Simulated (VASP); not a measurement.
# PbO in VASP: a series of runs

The runs below take PbO through single point, with r2SCAN, PBE.

Everything below comes from runs of VASP 6.6.1. Logs are shortened: lines on timing, memory, paths and dates and some standing lists are left out, and cuts for length are marked.

## (1) The cell of the first run

It takes space group I-4m2 (No. 119, tetragonal). Conventional cell: a = 3.958 Å, b = 3.958 Å, c = 5.618 Å, α = 90.00°, β = 90.00°, γ = 90.00°. Pb (site symmetry -4m2) has 4 O at 2.43 Å within 3.2 Å. O (site symmetry -4m2) has 4 Pb at 2.43 Å within 3.2 Å.

## (2) Single point, r2SCAN (uniaxial x strain +0.4%)

File POSCAR:

```
PbO
1.0
    0.0000000000      2.7987768025      2.7987768025
    2.8091322767      0.0000000000      2.7987768025
    2.8091322767      2.7987768025      0.0000000000
Pb O
1 1
Direct
    0.0000000000      0.0000000000      0.0000000000
    0.2500000000      0.2500000000      0.2500000000
```

File INCAR.step1:

```
PREC = Accurate
ENCUT = 520
ISMEAR = 0
SIGMA = 0.01
LREAL = False
LASPH = True
NELM = 60
NBANDS = 17
GGA = PE
ALGO = Normal
EDIFF = 1E-4
LWAVE = True
LCHARG = False
```

File INCAR.step2:

```
PREC = Accurate
ENCUT = 520
EDIFF = 1E-6
ISMEAR = 0
SIGMA = 0.01
LREAL = False
LASPH = True
NELM = 60
ALGO = Normal
ISIF = 2
LWAVE = False
LCHARG = False
METAGGA = R2SCAN
LMIXTAU = True
NBANDS = 17
ISTART = 1
```

File KPOINTS:

```
regular mesh
0
Gamma
  8 8 8
```

Potentials or basis: VASP PAW PBE potentials, release 64 (Pb_d, O).

Command:

```console
$ cat potpaw_PBE.64/Pb_d/POTCAR potpaw_PBE.64/O/POTCAR > POTCAR
$ cp INCAR.step1 INCAR
$ mpirun -np 1 vasp_std > vasp.out
$ cp INCAR.step2 INCAR
$ mpirun -np 1 vasp_std > vasp.out
```

OUTCAR:

```text
PREC = Accurate
   ENCUT = 520
   EDIFF = 1E-6
   ISMEAR = 0
   LREAL = False
   LASPH = True
   NELM = 60
   ISIF = 2
   METAGGA = R2SCAN
   ISTART = 1

 ion  position               nearest neighbor table
   1  0.000  0.000  0.000-   2 2.43   2 2.43   2 2.43   2 2.43
   2  0.250  0.250  0.250-   1 2.43   1 2.43   1 2.43   1 2.43

  LATTYP: Found a body centered tetragonal cell.
 ALAT       =     3.9580681122
 C/A-ratio  =     1.4194461526

  Lattice vectors:

 A1 = (   2.8091322767,   0.0000000000,   2.7987768025)
 A2 = (   2.8091322767,   0.0000000000,  -2.7987768025)
 A3 = (  -2.8091322767,   2.7987768025,   0.0000000000)

Analysis of symmetry for initial positions (statically):
=====================================================================
 Subroutine PRICEL returns:
 Original cell was already a primitive cell.

 Routine SETGRP: Setting up the symmetry group for a
 body centered tetragonal supercell.

 Subroutine GETGRP returns: Found  8 space group operations
 (whereof  8 operations were pure point group operations)
 out of a pool of 16 trial point group operations.

The static configuration has the point symmetry D_2d.

Analysis of symmetry for dynamics (positions and initial velocities):
=====================================================================
 Subroutine PRICEL returns:
 Original cell was already a primitive cell.

 Routine SETGRP: Setting up the symmetry group for a
 body centered tetragonal supercell.

 Subroutine GETGRP returns: Found  8 space group operations
 (whereof  8 operations were pure point group operations)
 out of a pool of 16 trial point group operations.

The dynamic configuration has the point symmetry D_2d.

 Subroutine INISYM returns: Found  8 space group operations
 (whereof  8 operations are pure point group operations),
 and found     1 'primitive' translations

----------------------------------------------------------------------------------------

                                     Primitive cell

  volume of cell :      44.0087

  direct lattice vectors                    reciprocal lattice vectors
     0.000000000  2.798776802  2.798776802    -0.177990906  0.178649473  0.178649473
     2.809132277  0.000000000  2.798776802     0.177990906 -0.178649473  0.178649473
     2.809132277  2.798776802  0.000000000     0.177990906  0.178649473 -0.178649473

  length of vectors
     3.958068112  3.965397299  3.965397299     0.309050208  0.309050208  0.309050208

  position of ions in fractional coordinates (direct lattice)
[... 73 lines left out ...]
   ISPIN  =      1    spin polarized calculation?
   LNONCOLLINEAR =      F non collinear calculations
   LSORBIT =      F    spin-orbit coupling
   LASPH  =      T    aspherical Exc in radial PAW
   ENCUT  =  520.0 eV  38.22 Ry    6.18 a.u.   7.36  7.37  7.37*2*pi/ulx,y,z
   NELM   =     60;   NELMIN=  2; NELMDL=  0     # of ELM steps
   EDIFF  = 0.1E-05   stopping-criterion for ELM
   LREAL  =      F    real-space projection
   EDIFFG = 0.1E-04   stopping-criterion for IOM
   NSW    =      0    number of steps for IOM
   IBRION =     -1    ionic relax: 0-MD 1-quasi-New 2-CG
   NFREE  =      0    steps in history (QN), initial steepest desc. (CG)
   ISIF   =      2    stress and relaxation
   ISYM   =      2    0-nonsym 1-usesym 2-fastsym
   POTIM  = 0.5000    time-step for ionic-motion
   TEBEG  =    0.0;   TEEND  =   0.0 temperature during run
   PSTRESS=    0.0 pullay stress
   NELECT =      20.0000    total number of electrons
   NUPDOWN=      -1.0000    fix difference up-down
   EMIN   =  10.00;   EMAX   =-10.00  energy-range for DOS
   EFERMI =   0.00;   METHOD = LEGACY
   ISMEAR =     0;   SIGMA  =   0.01  broadening in eV -4-tet -1-fermi 0-gaus
   EFERMI_NEDOS =   21; number of points for ismear=-14 and -15
   IALGO  =     38    algorithm
   IMIX   =      4    mixing-type and parameters
     AMIX     =   0.40;   BMIX     =  1.00
     AMIX_MAG =   1.60;   BMIX_MAG =  1.00
  volume/ion in A,a.u.               =      22.00       148.49
  Fermi-wavevector in a.u.,A,eV,Ry     =   1.258651  2.378505 21.554375  1.584202
  Thomas-Fermi vector in A             =   2.392250
   LORBIT       =      0    0 simple, 1 ext, 2 COOP (PROOUT), +10 PAW based schemes
   METAGGA = R2SCAN    functional components
   LHFCALC =     F    Hartree Fock is set to
   AEXX    =    0.0000 exact exchange contribution
   IVDW    =     0    specifies the selected vdW correction
   LEPSILON=     F    determine dielectric tensor
   LRPA    =     F    only Hartree local field effects (RPA)
 non-spin polarized calculation
 Gauss-broadening in eV      SIGMA  =   0.01
  energy-cutoff  :      520.00
  volume of cell :       44.01
 maximum number of plane-waves:      1243
 NGX is ok and might be reduce to    30
   NGX = 15   NGY = 15   NGZ = 15

 number of electron      20.0000003 magnetization

 Free energy of the ion-electron system (eV)
  ---------------------------------------------------
  ext. energy  EPLUGINS =         0.00000000
  ---------------------------------------------------
  free energy    TOTEN  =       -64.16695693 eV

  energy without entropy =      -64.16695693  energy(sigma->0) =      -64.16695693

 E-fermi :   4.6163     XC(G=0):  -9.9164

 val. band max:        4.4642083266   @ k =  -0.2500   0.5000   0.2500
 cond. band min:       5.0789935827   @ k =   0.5000   0.5000   0.0000
 fundamental gap:      0.6147852561
 Fermi energy:         4.6163462965

 k-point     1 :       0.0000    0.0000    0.0000
  band No.  band energies     occupation
      1     -14.2643      2.00000
      2     -12.5136      2.00000
      3     -12.5106      2.00000
      4     -12.5106      2.00000
      5     -12.4123      2.00000
      6     -12.4121      2.00000
[... 457 lines left out ...]
      4     -12.4118      2.00000
      5     -12.3924      2.00000
      6     -12.0856      2.00000
[... 9 lines left out ...]
     16      16.3705      0.00000
     17      18.9724      0.00000

 [... further k-points ...]
[... 5 lines left out ...]
  --------------------------------------------------------------------------------------
  -------------------------------------------------------------------------------------
  Total       -0.0000028      0.0075040      0.0075040      0.0000000      0.0000000     -0.0000000
  in kB       -0.0001005      0.2731915      0.2731915      0.0000000      0.0000000     -0.0000000
  external PRESSURE =       0.1820942 kB  Pullay stress =       0.0000000 kB

 VOLUME and BASIS-vectors are now :
 -----------------------------------------------------------------------------
  energy-cutoff  :      520.00
  volume of cell :       44.01
      direct lattice vectors                 reciprocal lattice vectors
     0.000000000  2.798776802  2.798776802    -0.177990906  0.178649473  0.178649473
     2.809132277  0.000000000  2.798776802     0.177990906 -0.178649473  0.178649473
     2.809132277  2.798776802  0.000000000     0.177990906  0.178649473 -0.178649473

 POSITION                                       TOTAL-FORCE (eV/Angst)
 -----------------------------------------------------------------------------------
      0.00000      0.00000      0.00000        -0.000000      0.000000      0.000000
      1.40457      1.39939      1.39939         0.000000     -0.000000     -0.000000
 -----------------------------------------------------------------------------------
    total drift:                               -0.000000     -0.000000     -0.000000

  FREE ENERGIE OF THE ION-ELECTRON SYSTEM (eV)
  ---------------------------------------------------
  free  energy   TOTEN  =       -64.1669569253 eV

  energy  without entropy=      -64.1669569253  energy(sigma->0) =      -64.16695693
```

OUTCAR.step1:

```text
PREC = Accurate
   ENCUT = 520
   ISMEAR = 0
   LREAL = False
   LASPH = True
[... 703 lines left out ...]
      0.00000      0.00000      0.00000        -0.000000     -0.000000      0.000000
      1.40457      1.39939      1.39939         0.000000      0.000000     -0.000000
 -----------------------------------------------------------------------------------
    total drift:                               -0.000000     -0.000000     -0.000000

  FREE ENERGIE OF THE ION-ELECTRON SYSTEM (eV)
  ---------------------------------------------------
  free  energy   TOTEN  =       -10.3449778607 eV

  energy  without entropy=      -10.3449778607  energy(sigma->0) =      -10.34497786
```

OSZICAR.step1:

```text
N       E                     dE             d eps       ncg     rms          rms(c)
DAV:   1     0.176547627302E+03    0.17655E+03   -0.10268E+04  2014   0.133E+03
DAV:   2     0.192614622645E+01   -0.17462E+03   -0.16598E+03  2190   0.343E+02
DAV:   3    -0.125850537748E+02   -0.14511E+02   -0.14425E+02  2554   0.107E+02
DAV:   4    -0.128833442071E+02   -0.29829E+00   -0.29813E+00  2462   0.170E+01
DAV:   5    -0.128942008738E+02   -0.10857E-01   -0.10856E-01  2652   0.311E+00    0.910E+00
DAV:   6    -0.106613295834E+02    0.22329E+01   -0.16726E+01  3050   0.303E+01    0.527E+00
DAV:   7    -0.103693980476E+02    0.29193E+00   -0.24246E+00  2442   0.123E+01    0.159E+00
DAV:   8    -0.104609143828E+02   -0.91516E-01   -0.80957E-01  2058   0.834E+00    0.224E+00
DAV:   9    -0.103446164714E+02    0.11630E+00   -0.19024E-01  2164   0.465E+00    0.356E-01
DAV:  10    -0.103448627095E+02   -0.24624E-03   -0.10237E-02  2313   0.753E-01    0.940E-02
DAV:  11    -0.103449867397E+02   -0.12403E-03   -0.47697E-04  2268   0.186E-01    0.446E-02
DAV:  12    -0.103449778607E+02    0.88790E-05   -0.26423E-04  2018   0.125E-01
   1 F= -.10344978E+02 E0= -.10344978E+02  d E =-.105325E-11
```

Wall time 3.3 min (1 thread of AMD EPYC 7R43 (Zen 3), shared host); peak memory 0.17 GiB.

What came out:

| Quantity | Value |
| --- | --- |
| Free energy | -64.1670 eV |
| Pressure | 0.0 GPa |
| Band gap on the k mesh | 0.61 eV, indirect (least direct gap 0.80 eV) |

Levels at points of the mesh, in eV from the valence-band top:
```csv
k point,band 8,band 9,band 10,band 11,band 12,band 13
"(0.00, 0.00, 0.00)",-2.40,-2.39,-2.39,5.60,5.60,5.62
"(0.50, 0.00, 0.00)",-2.88,-2.86,-2.23,2.60,5.79,5.82
"(0.50, 0.50, 0.00)",-3.65,-3.65,-0.19,0.61,6.20,6.25
"(0.00, 0.50, 0.50)",-3.64,-3.64,-0.18,0.62,6.24,6.24
```

Caveat: the cell differs from its parent crystal (uniaxial x strain +0.4%); the PAW data sets were made with another functional, which shifts forces and pressure a little; spin-orbit coupling is left out, which moves the levels of the heavy elements. A k mesh can miss the band edges.

## (3) Single point, r2SCAN (strain -5.8%)

File POSCAR:

```
PbO
1.0
    0.0000000000      2.6358879926      2.6358879926
    2.6358879926      0.0000000000      2.6358879926
    2.6358879926      2.6358879926      0.0000000000
Pb O
1 1
Direct
    0.0000000000      0.0000000000      0.0000000000
    0.2500000000      0.2500000000      0.2500000000
```

File INCAR.step1:

```
SYSTEM = PbO
PREC     = Accurate       ! precision mode
ENCUT    = 520            ! plane-wave cutoff, eV
ISMEAR   = -1             ! smearing method
SIGMA    = 0.02           ! smearing width, eV
LREAL    = .False.        ! projectors in reciprocal space
LASPH    = .True.         ! aspherical terms in the spheres
NELM     = 100            ! most SCF steps
NBANDS   = 17             ! bands
GGA      = PE             ! functional
ALGO     = Normal         ! electronic algorithm
EDIFF    = 1E-4           ! SCF threshold, eV
LWAVE    = .True.         ! write WAVECAR
LCHARG   = .False.        ! write CHGCAR
```

File INCAR.step2:

```
SYSTEM = PbO
PREC     = Accurate       ! precision mode
ENCUT    = 520            ! plane-wave cutoff, eV
EDIFF    = 1E-7           ! SCF threshold, eV
ISMEAR   = -1             ! smearing method
SIGMA    = 0.02           ! smearing width, eV
LREAL    = .False.        ! projectors in reciprocal space
LASPH    = .True.         ! aspherical terms in the spheres
NELM     = 100            ! most SCF steps
ALGO     = Normal         ! electronic algorithm
ISIF     = 2              ! what is computed and relaxed
LWAVE    = .False.        ! write WAVECAR
LCHARG   = .True.         ! write CHGCAR
METAGGA  = R2SCAN         ! meta-GGA
LMIXTAU  = .True.       
LELF     = .True.         ! ELF
LVHAR    = .True.       
NBANDS   = 17             ! bands
ISTART   = 1
```

File KPOINTS:

```
Automatic mesh
0
Gamma
  8 8 8
  0 0 0
```

Potentials or basis: VASP PAW PBE potentials, release 64 (Pb_d, O).

Command:

```console
$ cat potpaw_PBE.64/Pb_d/POTCAR potpaw_PBE.64/O/POTCAR > POTCAR
$ cp INCAR.step1 INCAR
$ mpirun -np 1 vasp_std > vasp.out
$ cp INCAR.step2 INCAR
$ mpirun -np 1 vasp_std > vasp.out
```

It took 54 s on 1 thread of Intel Xeon Platinum 8375C at 2.90GHz (Ice Lake), shared host; peak memory 0.16 GiB.

It converged, with:

- Free energy: -63.7835 eV
- Pressure: 19.0 GPa

Levels at points of the mesh, in eV from the Fermi level:
```
           k point  band 7  band 8  band 9  band 10  band 11  band 12  band 13  band 14
(0.00, 0.00, 0.00)   -7.30   -3.47   -3.47    -3.47     5.98     5.98     5.98     9.52
(0.50, 0.00, 0.00)   -9.30   -4.09   -4.09    -2.67     2.32     6.18     6.18     9.23
(0.50, 0.50, 0.00)   -9.15   -5.10   -5.10    -0.19    -0.01     6.31     6.76     6.76
```

Caveat: the cell differs from its parent crystal (strain -5.8%); the PAW data sets were made with another functional, which shifts forces and pressure a little; spin-orbit coupling is left out, which moves the levels of the heavy elements.

## (4) Single point, PBE (uniaxial x strain +0.4%)

File INCAR:

```
ALGO = Normal
EDIFF = 1E-6
ENCUT = 520
GGA = PE
ISIF = 2
ISMEAR = -1
LASPH = T
LCHARG = F
LREAL = F
LWAVE = F
NBANDS = 17
NELM = 100
PREC = Accurate
SIGMA = 0.02
```

File KPOINTS:

```
k-points
0
Gamma
  8 8 8
```

File POSCAR:

```
PbO
1.0
    0.0000000000      2.7987768025      2.7987768025
    2.8091322767      0.0000000000      2.7987768025
    2.8091322767      2.7987768025      0.0000000000
Pb O
1 1
Direct
    0.0000000000      0.0000000000      0.0000000000
    0.2500000000      0.2500000000      0.2500000000
```

Command:

```console
$ cat potpaw_PBE.64/Pb_d/POTCAR potpaw_PBE.64/O/POTCAR > POTCAR
$ mpirun -np 1 vasp_std > vasp.out
```

Run time: 38 s. Hardware: 1 thread of Intel Xeon Platinum 8375C at 2.90GHz (Ice Lake), shared host; peak memory 0.18 GiB.

Results (log left out):

| Quantity | Value |
| --- | --- |
| Free energy | -10.3450 eV |
| Pressure | 2.1 GPa |
| Band gap on the k mesh | 0.44 eV, indirect (least direct gap 0.61 eV) |

Levels at points of the mesh, in eV from the valence-band top:
```
           k point  band 6  band 7  band 8  band 9  band 10  band 11  band 12  band 13  band 14  band 15
(0.00, 0.00, 0.00)  -16.30   -6.85   -2.27   -2.26    -2.26     5.26     5.26     5.27     8.14    12.08
(0.50, 0.00, 0.00)  -15.67   -7.86   -2.74   -2.73    -2.22     2.42     5.45     5.47     8.75    11.84
(0.50, 0.50, 0.00)  -15.53   -7.85   -3.51   -3.51    -0.19     0.44     5.83     5.88     6.38    10.96
(0.00, 0.50, 0.50)  -15.54   -7.87   -3.50   -3.50    -0.17     0.44     5.87     5.87     6.38    10.98
```

Caveat: the cell differs from its parent crystal (uniaxial x strain +0.4%); spin-orbit coupling is left out, which moves the levels of the heavy elements. A k mesh can miss the band edges.

## (5) Summary

| level | cell | smearing | gap on the mesh (eV) | pressure (GPa) |
| --- | --- | --- | --- | --- |
| r2SCAN | a = 3.958, b = 3.965, c = 3.965 Å, angles 59.9, 60.1, 60.1°, 2 atoms | gaussian 0.01 eV | 0.61 | 0.0 |
| r2SCAN | a = 3.728 Å, angles 60.0°, 2 atoms | fermi-dirac 0.02 eV | - | 19.0 |
| PBE | a = 3.958, b = 3.965, c = 3.965 Å, angles 59.9, 60.1, 60.1°, 2 atoms | fermi-dirac 0.02 eV | 0.44 | 2.1 |

Alike in all rows: task single point; potentials or basis VASP PAW PBE potentials, release 64 (Pb_d, O); no spin polarisation; k mesh 8 × 8 × 8; cutoff (eV) 520.

Caveats: spin-orbit coupling is left out, which moves the levels of the heavy elements; the PAW data sets were made with another functional, which shifts forces and pressure a little (some runs).

Absolute energies hang on the potentials; compare differences alone.
